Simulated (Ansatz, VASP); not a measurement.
Hg: VASP beside Ansatz

```
Hg
1.0
    -3.43078    3.43078    3.43078
     3.43078   -3.43078    3.43078
     3.43078    3.43078   -3.43078
Hg
1
Direct
  0.00000 0.00000 0.00000
```

Alike in both runs: task single point; functional BLYP; k mesh 8 × 8 × 8; occupations fermi-dirac, width 0.1 eV; no spin polarisation.

```csv
,VASP,Ansatz
version,VASP 6.6.1,Ansatz 0.2.0
potentials or method,"VASP PAW PBE potentials, release 64 (Hg), cutoff 520 eV","plane waves (420 eV) with PAW, scalar-relativistic"
valence electrons in the cell,12,20
```

```tsv
	VASP	Ansatz	Ansatz less VASP
pressure (GPa)	0.0	0.0	+0.01
```

VASP's potentials were made for PBE, not for BLYP. VASP's potentials hold 12 valence electrons a cell and Ansatz's 20, so a difference there can come from the potentials and not from the codes.

Spin-orbit coupling is off throughout.
